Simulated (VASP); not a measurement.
# Na (I4/mmm) in VASP: settings compared, part 2 of 2

VASP 6.6.1. The steps go on from the part before.

### Step 5. Single point, PBE+D3(BJ), collinear spin, zero start

This run uses another cell than the first one, of 37.61 Å³/atom, 0.971 times its volume.

The input, INCAR:

```
SYSTEM = Na
ALGO     = Normal         ! electronic algorithm
EDIFF    = 1E-7           ! SCF threshold, eV
ENCUT    = 520            ! plane-wave cutoff, eV
GGA      = PE             ! functional
ISIF     = 2              ! what is computed and relaxed
ISMEAR   = -1             ! smearing method
ISPIN    = 2              ! spin polarisation
ISYM     = 0            
IVDW     = 12             ! dispersion correction
LASPH    = .TRUE.         ! aspherical terms in the spheres
LCHARG   = .FALSE.        ! write CHGCAR
LORBIT   = 11             ! projections on sites
LREAL    = .FALSE.        ! projectors in reciprocal space
LWAVE    = .FALSE.        ! write WAVECAR
MAGMOM   = 0              ! initial moments
NBANDS   = 14             ! bands
NELM     = 150            ! most SCF steps
PREC     = Accurate       ! precision mode
SIGMA    = 0.1            ! smearing width, eV
```

The input, KPOINTS:

```
Automatic mesh
0
Gamma
  1 4 5
  0.5 0.5 0
```

The input, POSCAR:

```
Na
1.0
   -1.8882910800      1.8882910800      2.6372766800
    1.8882910800     -1.8882910800      2.6372766800
    1.8882910800      1.8882910800     -2.6372766800
Na
1
Direct
    0.0000000000      0.0000000000      0.0000000000
```

Potentials or basis: VASP PAW PBE potentials, release 64 (Na_pv).

Command:

```
cat potpaw_PBE.64/Na_pv/POTCAR > POTCAR
mpirun -np 1 vasp_std > vasp.out
```

OUTCAR:

```text
SYSTEM = Na
   EDIFF = 1E-7
   ENCUT = 520
   GGA = PE
   ISIF = 2
   ISMEAR = -1
   ISPIN = 2
   ISYM = 0
   IVDW = 12
   LASPH = .TRUE.
   LORBIT = 11
   LREAL = .FALSE.
   NELM = 150
   PREC = Accurate
 IVDW          = 12

 ion  position               nearest neighbor table
   1  0.000  0.000  0.000-

IMPORTANT INFORMATION: All symmetrisations will be switched off!
NOSYMM: (Re-)initialisation of all symmetry stuff for point group C_1.

----------------------------------------------------------------------------------------

                                     Primitive cell

  volume of cell :      37.6144

  direct lattice vectors                    reciprocal lattice vectors
    -1.888291080  1.888291080  2.637276680     0.000000000  0.264789685  0.189589512
     1.888291080 -1.888291080  2.637276680     0.264789685  0.000000000  0.189589512
     1.888291080  1.888291080 -2.637276680     0.264789685  0.264789685  0.000000000

  length of vectors
     3.753200593  3.753200593  3.753200593     0.325665105  0.325665105  0.374469164

  position of ions in fractional coordinates (direct lattice)
     0.000000000  0.000000000  0.000000000

  ion indices of the primitive-cell ions
   primitive index   ion index
                 1           1

----------------------------------------------------------------------------------------

 KPOINTS: Automatic mesh

Automatic generation of k-mesh.
 Grid dimensions read from file:
 generate k-points for:    1    4    5

 Generating k-lattice:

  Cartesian coordinates                     Fractional coordinates (reciprocal lattice)
     0.000000000  0.264789685  0.189589512     1.000000000  0.000000000 -0.000000000
     0.066197421  0.000000000  0.047397378     0.000000000  0.250000000 -0.000000000
     0.052957937  0.052957937  0.000000000     0.000000000  0.000000000  0.200000000

  Length of vectors
     0.325665105  0.081416276  0.074893833

  Shift w.r.t. Gamma in fractional coordinates (k-lattice)
     0.500000000  0.500000000  0.000000000

 -----------------------------------------------------------------------------
|                                                                             |
|           W    W    AA    RRRRR   N    N  II  N    N   GGGG   !!!           |
|           W    W   A  A   R    R  NN   N  II  NN   N  G    G  !!!           |
|           W    W  A    A  R    R  N N  N  II  N N  N  G       !!!           |
|           W WW W  AAAAAA  RRRRR   N  N N  II  N  N N  G  GGG   !            |
|           WW  WW  A    A  R   R   N   NN  II  N   NN  G    G                |
|           W    W  A    A  R    R  N    N  II  N    N   GGGG   !!!           |
|                                                                             |
|     Your reciprocal lattice and k-lattice belong to different lattice       |
|     classes:                                                                |
|                                                                             |
|        The reciprocal lattice is body-centered tetragonal,                  |
|        whereas your k-lattice is triclinic.                                 |
|                                                                             |
|     Results are often still useful ...                                      |
|                                                                             |
 -----------------------------------------------------------------------------

 WARNING: IBZKPT: internal override: KBLOWUP is changed to .FALSE.
      ... skipping the blow-up phase ...

 Subroutine IBZKPT returns following result:
 ===========================================

 Found     10 irreducible k-points:

 Following reciprocal coordinates:
            Coordinates               Weight
  0.500000  0.125000  0.000000      2.000000
  0.500000  0.375000  0.000000      2.000000
[... 50 lines left out ...]
   LORBIT       =     11    0 simple, 1 ext, 2 COOP (PROOUT), +10 PAW based schemes
   GGA     = PE    functional components
   LHFCALC =     F    Hartree Fock is set to
   AEXX    =    0.0000 exact exchange contribution
   IVDW    =    12    specifies the selected vdW correction
   LEPSILON=     F    determine dielectric tensor
   LRPA    =     F    only Hartree local field effects (RPA)
 spin polarized calculation
  energy-cutoff  :      520.00
  volume of cell :       37.61
 maximum number of plane-waves:      1020
 NGX is ok and might be reduce to    28
   NGX = 13   NGY = 13   NGZ = 13

 number of electron       6.9999993 magnetization       0.0000300

 number of electron       6.9999993 magnetization      -0.0000038

 Free energy of the ion-electron system (eV)
  ---------------------------------------------------
  ext. energy  EPLUGINS =         0.00000000
  ---------------------------------------------------
  free energy    TOTEN  =        -0.04631195 eV

  energy without entropy =       -0.02619763  energy(sigma->0) =       -0.03625479

 E-fermi :   0.9647     XC(G=0):  -6.4707

 val. band max:        0.7653819394   @ k =   0.5000   0.1250   0.4000
 cond. band min:       1.2058187167   @ k =   0.5000   0.3750   0.0000
 fundamental gap:      0.4404367774
 Fermi energy:         0.9646990094

 spin component 1

 k-point     1 :       0.5000    0.1250    0.0000
  band No.  band energies     occupation
      1     -24.6701      1.00000
      2     -24.6661      1.00000
      3     -24.6395      1.00000
      4       0.5805      0.97901
      5       1.9602      0.00005
      6       8.0657      0.00000
      7       9.2825      0.00000
      8      10.2066      0.00000
      9      12.9197      0.00000
     10      13.7499      0.00000
     11      14.9423      0.00000
     12      17.0721      0.00000
     13      19.4052      0.00000
     14      21.8922      0.00000
[... 138 lines left out ...]
  band No.  band energies     occupation
      1     -24.6674      1.00000
      2     -24.6636      1.00000
      3     -24.6451      1.00000
      4       0.0616      0.99988
      5       3.3521      0.00000
      6       6.8256      0.00000
      7       8.0796      0.00000
      8      10.9943      0.00000
      9      12.7117      0.00000
     10      14.5440      0.00000
     11      16.1145      0.00000
     12      16.8823      0.00000
     13      19.1146      0.00000
     14      21.0925      0.00000
 Fermi energy:         0.9646990094

 spin component 2

 k-point     1 :       0.5000    0.1250    0.0000
  band No.  band energies     occupation
      1     -24.6701      1.00000
      2     -24.6661      1.00000
      3     -24.6395      1.00000
      4       0.5805      0.97900
      5       1.9602      0.00005
      6       8.0657      0.00000
      7       9.2825      0.00000
      8      10.2066      0.00000
      9      12.9196      0.00000
     10      13.7499      0.00000
     11      14.9423      0.00000
     12      17.0721      0.00000
     13      19.4052      0.00000
     14      21.8922      0.00000
[... 139 lines left out ...]
      1     -24.6674      1.00000
      2     -24.6635      1.00000
      3     -24.6451      1.00000
      4       0.0616      0.99988
      5       3.3521      0.00000
      6       6.8256      0.00000
      7       8.0796      0.00000
      8      10.9943      0.00000
      9      12.7117      0.00000
     10      14.5440      0.00000
     11      16.1145      0.00000
     12      16.8823      0.00000
     13      19.1146      0.00000
     14      21.0925      0.00000

------------------------ aborting loop because EDIFF is reached ----------------------------------------

 Edisp (eV)   -0.15158

 E8    (eV) :    -0.0740

  FORCE on cell =-STRESS in cart. coord.  units (eV):
  Direction    XX          YY          ZZ          XY          YZ          ZX
  --------------------------------------------------------------------------------------
  -------------------------------------------------------------------------------------
  Total       0.29299     0.35369     1.01850    -1.04377     1.63285    -1.56453
  in kB      12.47971    15.06551    43.38289   -44.45929    69.55109   -66.64074
  external pressure =       23.64 kB  Pullay stress =        0.00 kB

 VOLUME and BASIS-vectors are now :
 -----------------------------------------------------------------------------
  energy-cutoff  :      520.00
  volume of cell :       37.61
      direct lattice vectors                 reciprocal lattice vectors
    -1.888291080  1.888291080  2.637276680     0.000000000  0.264789685  0.189589512
     1.888291080 -1.888291080  2.637276680     0.264789685  0.000000000  0.189589512
     1.888291080  1.888291080 -2.637276680     0.264789685  0.264789685  0.000000000

 POSITION                                       TOTAL-FORCE (eV/Angst)
 -----------------------------------------------------------------------------------
      0.00000      0.00000      0.00000         0.000003     -0.000002      0.000007
 -----------------------------------------------------------------------------------
    total drift:                                0.000003     -0.000002      0.000007

  FREE ENERGIE OF THE ION-ELECTRON SYSTEM (eV)
  ---------------------------------------------------
  free  energy   TOTEN  =        -0.1978920627 eV

  energy  without entropy=       -0.1777777478  energy(sigma->0) =       -0.18783491

 total charge

# of ion       s       p       d       tot
------------------------------------------
    1        0.069   5.981   0.000   6.051

 magnetization (x)

# of ion       s       p       d       tot
------------------------------------------
    1        0.000  -0.000   0.000  -0.000
```

Run time: 7.4 s. Hardware: 1 thread of Intel Xeon Platinum 8259CL at 2.50GHz (Skylake/Cascade Lake), shared host; peak memory 0.16 GiB.

What came out:

```yaml
Free_energy: -0.1979 eV
Pressure: 2.4 GPa
Net_moment: 0.00 μB per cell
Valence_electrons_inside_the_program's_atomic_spheres: Na 6.05
Dispersion_energy_per_atom: -0.152 eV
```

Caveat: the k points lie up to 2.05 Å⁻¹ apart; pairwise dispersion overbinds metals, which lowers pressure and volume.

### Step 6. Overview

| level | spin | k mesh | smearing | gap on the mesh (eV) | pressure (GPa) |
| --- | --- | --- | --- | --- | --- |
| PBEsol | off | 4 × 4 × 4 | methfessel-paxton 0.1 eV | none | 0.0 |
| PBE | off | 4 × 4 × 4 | gaussian 0.1 eV | none | 0.1 |
| PBE+D3(BJ) | collinear, zero start | 1 × 4 × 5, shifted | fermi-dirac 0.1 eV | none | 2.4 |

Alike in all rows: task single point; potentials or basis VASP PAW PBE potentials, release 64 (Na_pv); cell as given; cutoff (eV) 520.

Caveats: all runs use coarse meshes; the PAW data sets were made with another functional, which shifts forces and pressure a little (some runs); pairwise dispersion overbinds metals, which lowers pressure and volume (some runs).

Absolute energies hang on the potentials; compare differences alone.
